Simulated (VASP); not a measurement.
# AlAs in VASP: single point with PBE

Aim: the single point of AlAs with PBE.

Program: VASP 6.6.1. These are calculated values, not measurements. Logs are shortened: lines on timing, memory, paths and dates and some standing lists are left out, and cuts for length are marked.

### 1 The cell of the first run

The cell holds a slab with vacuum, 16 atoms: a = 8.100 Å, b = 8.100 Å, c = 20.134 Å, α = 90.00°, β = 90.00°, γ = 120.00°.

### 2 Single point, PBE

INCAR reads:

```
PREC = Accurate
ENCUT = 520
EDIFF = 1E-7
ISMEAR = 0
SIGMA = 0.05
LREAL = Auto
LASPH = True
NELM = 60
ALGO = Normal
ISIF = 2
LWAVE = False
LCHARG = False
LDIPOL = True
IDIPOL = 3
DIPOL = 0.5 0.5 0.502
GGA = PE
NBANDS = 46
```

KPOINTS reads:

```
Automatic mesh
0
Gamma
  2 2 1
```

POSCAR reads:

```
AlAs
1.0
    8.1000684671      0.0000000000      0.0000000000
   -4.0500342335      7.0148650649      0.0000000000
    0.0000000000      0.0000000000     20.1335488804
As Al
8 8
Direct
    0.5000000000      0.0000000000      0.3973467394
    0.5000000000      0.5000000000      0.3973467394
    0.0000000000      0.0000000000      0.3973467394
    0.0000000000      0.5000000000      0.3973467394
    0.6666666667      0.8333333333      0.5728210591
    0.6666666667      0.3333333333      0.5728210591
    0.1666666667      0.8333333333      0.5728210591
    0.1666666667      0.3333333333      0.5728210591
    0.1666666667      0.8333333333      0.4384080436
    0.1666666667      0.3333333333      0.4384080436
    0.6666666667      0.8333333333      0.4384080436
    0.6666666667      0.3333333333      0.4384080436
    0.3333333333      0.6666666667      0.5997266321
    0.3333333333      0.1666666667      0.5997266321
    0.8333333333      0.6666666667      0.5997266321
    0.8333333333      0.1666666667      0.5997266321
```

Potentials or basis: VASP PAW PBE potentials, release 64 (As, Al).

Run with:

```sh
$ cat potpaw_PBE.64/As/POTCAR potpaw_PBE.64/Al/POTCAR > POTCAR
$ mpirun -np 1 vasp_std > vasp.out
```

OUTCAR:

```text
PREC = Accurate
   ENCUT = 520
   EDIFF = 1E-7
   ISMEAR = 0
   LREAL = Auto
   LASPH = True
   NELM = 60
   ISIF = 2
   GGA = PE

 ion  position               nearest neighbor table
   1  0.500  0.000  0.397-  12 2.48   9 2.48  11 2.48
   2  0.500  0.500  0.397-  11 2.48  10 2.48  12 2.48
   3  0.000  0.000  0.397-  10 2.48  11 2.48   9 2.48
   4  0.000  0.500  0.397-   9 2.48  12 2.48  10 2.48
   5  0.667  0.833  0.573-  15 2.40  16 2.40  13 2.40  11 2.71
   6  0.667  0.333  0.573-  16 2.40  15 2.40  14 2.40  12 2.71
   7  0.167  0.833  0.573-  13 2.40  14 2.40  15 2.40   9 2.71
   8  0.167  0.333  0.573-  14 2.40  13 2.40  16 2.40  10 2.71
   9  0.167  0.833  0.438-   4 2.48   1 2.48   3 2.48   7 2.71
  10  0.167  0.333  0.438-   3 2.48   2 2.48   4 2.48   8 2.71
  11  0.667  0.833  0.438-   2 2.48   3 2.48   1 2.48   5 2.71
  12  0.667  0.333  0.438-   1 2.48   4 2.48   2 2.48   6 2.71
  13  0.333  0.667  0.600-   7 2.40   8 2.40   5 2.40
  14  0.333  0.167  0.600-   8 2.40   7 2.40   6 2.40
  15  0.833  0.667  0.600-   5 2.40   6 2.40   7 2.40
  16  0.833  0.167  0.600-   6 2.40   5 2.40   8 2.40
[... 7 lines left out ...]
 A1 = (   8.1000684671,   0.0000000000,   0.0000000000)
 A2 = (  -4.0500342335,   7.0148650649,   0.0000000000)
 A3 = (   0.0000000000,   0.0000000000,  20.1335488804)

Analysis of symmetry for initial positions (statically):
=====================================================================
 Subroutine PRICEL returns following result:

  LATTYP: Found a hexagonal cell.
 ALAT       =     4.0500342335
 C/A-ratio  =     4.9712046169

  Lattice vectors:

 A1 = (   4.0500342335,   0.0000000000,   0.0000000000)
 A2 = (  -2.0250171167,   3.5074325325,   0.0000000000)
 A3 = (   0.0000000000,   0.0000000000,  20.1335488804)

   4 primitive cells build up your supercell.

 Routine SETGRP: Setting up the symmetry group for a
 hexagonal supercell.

 Subroutine GETGRP returns: Found  6 space group operations
 (whereof  6 operations were pure point group operations)
 out of a pool of 24 trial point group operations.

The static configuration has the point symmetry C_3v.

Analysis of symmetry for dynamics (positions and initial velocities):
=====================================================================
 Subroutine PRICEL returns following result:

  LATTYP: Found a hexagonal cell.
 ALAT       =     4.0500342335
 C/A-ratio  =     4.9712046169

  Lattice vectors:

 A1 = (   4.0500342335,   0.0000000000,   0.0000000000)
[... 109 lines left out ...]
   EFERMI_NEDOS =   21; number of points for ismear=-14 and -15
   IALGO  =     38    algorithm
   IMIX   =      4    mixing-type and parameters
     AMIX     =   0.40;   BMIX     =  1.00
     AMIX_MAG =   1.60;   BMIX_MAG =  1.00
  volume/ion in A,a.u.               =      71.50       482.51
  Fermi-wavevector in a.u.,A,eV,Ry     =   0.626122  1.183198  5.333869  0.392028
  Thomas-Fermi vector in A             =   1.687265
   LORBIT       =      0    0 simple, 1 ext, 2 COOP (PROOUT), +10 PAW based schemes
   GGA     = PE    functional components
   LHFCALC =     F    Hartree Fock is set to
   AEXX    =    0.0000 exact exchange contribution
   IVDW    =     0    specifies the selected vdW correction
   LEPSILON=     F    determine dielectric tensor
   LRPA    =     F    only Hartree local field effects (RPA)
 non-spin polarized calculation
 Gauss-broadening in eV      SIGMA  =   0.05
  energy-cutoff  :      520.00
  volume of cell :     1144.01
 maximum number of plane-waves:     30778
   NGX = 31   NGY = 31   NGZ = 75

 number of electron      63.9999994 magnetization

 dipolmoment           0.000000      0.000000     -0.800407 electrons x Angstroem

 Free energy of the ion-electron system (eV)
  ---------------------------------------------------
  ext. energy  EPLUGINS =         0.00000000
  ---------------------------------------------------
  free energy    TOTEN  =       -67.38177620 eV

  energy without entropy =      -67.38177151  energy(sigma->0) =      -67.38177385

 E-fermi :  -1.2963     XC(G=0):  -3.6344

 val. band max:       -1.4440618605   @ k =   0.0000   0.0000   0.0000
 cond. band min:      -1.1399026445   @ k =   0.5000  -0.0000   0.0000
 fundamental gap:      0.3041592160
 Fermi energy:        -1.2963425997

 k-point     1 :       0.0000    0.0000    0.0000
  band No.  band energies     occupation
      1     -14.2530      2.00000
      2     -13.1829      2.00000
      3     -13.1829      2.00000
      4     -13.1829      2.00000
      5     -11.9619      2.00000
      6     -10.9115      2.00000
[... 36 lines left out ...]
     43       0.9858      0.00000
     44       1.1065      0.00000

 k-point     2 :       0.5000   -0.0000    0.0000
  band No.  band energies     occupation
      1     -13.8027      2.00000
      2     -13.8027      2.00000
      3     -13.2016      2.00000
      4     -13.2016      2.00000
      5     -11.5149      2.00000
      6     -11.5149      2.00000
[... 36 lines left out ...]
     43       1.7927      0.00000
     44       1.7927      0.00000
 [bands above 44 left out]

------------------------ aborting loop because EDIFF is reached ----------------------------------------

 vacuum level on the upper side and lower side of the slab       (xc-potential included)        -1.255         1.224

  FORCE on cell =-STRESS in cart. coord.  units (eV):
  Direction    XX          YY          ZZ          XY          YZ          ZX
  --------------------------------------------------------------------------------------
  -------------------------------------------------------------------------------------
  Total        0.9931528      0.9931528     -2.4784399      0.0000000      0.0000000      0.0000000
  in kB        1.3909077      1.3909077     -3.4710481      0.0000000      0.0000000      0.0000000
  external PRESSURE =      -0.2297443 kB  Pullay stress =       0.0000000 kB

 VOLUME and BASIS-vectors are now :
 -----------------------------------------------------------------------------
  energy-cutoff  :      520.00
  volume of cell :     1144.01
      direct lattice vectors                 reciprocal lattice vectors
     8.100068467  0.000000000  0.000000000     0.123455747  0.071277209  0.000000000
    -4.050034233  7.014865065  0.000000000     0.000000000  0.142554417  0.000000000
     0.000000000  0.000000000 20.133548880     0.000000000  0.000000000  0.049668342

 POSITION                                       TOTAL-FORCE (eV/Angst)
 -----------------------------------------------------------------------------------
      4.05003      0.00000      8.00000         0.000000     -0.000000      0.751612
      2.02502      3.50743      8.00000         0.000000     -0.000000      0.751612
      0.00000      0.00000      8.00000         0.000000     -0.000000      0.751612
     -2.02502      3.50743      8.00000         0.000000     -0.000000      0.751612
      2.02502      5.84572     11.53292        -0.000000      0.000000     -0.003691
      4.05003      2.33829     11.53292        -0.000000      0.000000     -0.003691
[... 8 lines left out ...]
      4.05003      4.67658     12.07463        -0.000000      0.000000     -0.000545
      6.07505      1.16914     12.07463         0.000000     -0.000000     -0.000545
 -----------------------------------------------------------------------------------
    total drift:                                0.000000     -0.000000      0.027459

  FREE ENERGIE OF THE ION-ELECTRON SYSTEM (eV)
  ---------------------------------------------------
  free  energy   TOTEN  =       -67.3817762017 eV

  energy  without entropy=      -67.3817715076  energy(sigma->0) =      -67.38177385

 vacuum level on the upper side and lower side of the slab         1.554         4.105
```

OSZICAR:

```text
N       E                     dE             d eps       ncg     rms          rms(c)
DAV:   1     0.354679811602E+03    0.35468E+03   -0.18518E+04   184   0.961E+02
DAV:   2    -0.159342619994E+02   -0.37061E+03   -0.35278E+03   266   0.164E+02
DAV:   3    -0.692599183479E+02   -0.53326E+02   -0.52610E+02   224   0.626E+01
[... 19 lines left out ...]
DAV:  23    -0.673817726381E+02   -0.32864E-05   -0.14004E-07   170   0.851E-04    0.254E-04
DAV:  24    -0.673817755604E+02   -0.29223E-05   -0.17026E-07   142   0.602E-04    0.174E-04
DAV:  25    -0.673817759158E+02   -0.35540E-06   -0.80851E-09   160   0.238E-04    0.772E-05
DAV:  26    -0.673817761394E+02   -0.22368E-06   -0.93478E-09   168   0.190E-04    0.566E-05
DAV:  27    -0.673817762017E+02   -0.62301E-07    0.22332E-09   152   0.115E-04
   1 F= -.67381776E+02 E0= -.67381774E+02  d E =-.469417E-05
```

Run time: 3.7 min. Hardware: 1 thread of Intel Xeon Platinum 8488C (Sapphire Rapids), shared host; peak memory 0.93 GiB.

Results:

```yaml
Free_energy: -67.3818 eV
Largest_force: 0.752 eV/Å
Band_gap_on_the_k_mesh: 0.30 eV
```

Forces in eV/Å, atoms in the order of the input:
```
As   0.000  0.000  0.752
As   0.000  0.000  0.752
As   0.000  0.000  0.752
As   0.000  0.000  0.752
As   0.000  0.000 -0.004
As   0.000  0.000 -0.004
As   0.000  0.000 -0.004
As   0.000  0.000 -0.004
Al   0.000  0.000 -0.747
Al   0.000  0.000 -0.747
Al   0.000  0.000 -0.747
Al   0.000  0.000 -0.747
Al   0.000  0.000 -0.001
Al   0.000  0.000 -0.001
Al   0.000  0.000 -0.001
Al   0.000  0.000 -0.001
```

Levels at points of the mesh, in eV from the valence-band top:
```csv
k point,band 28,band 29,band 30,band 31,band 32,band 33,band 34,band 35,band 36,band 37
"(0.00, 0.00, 0.00)",-0.99,-0.99,-0.99,0.00,0.00,0.32,0.51,0.51,0.51,0.63
"(0.50, 0.00, 0.00)",-0.99,-0.64,-0.64,-0.43,-0.43,0.30,0.30,0.71,0.71,1.34
```

Caveat: the k points lie up to 0.45 Å⁻¹ apart.
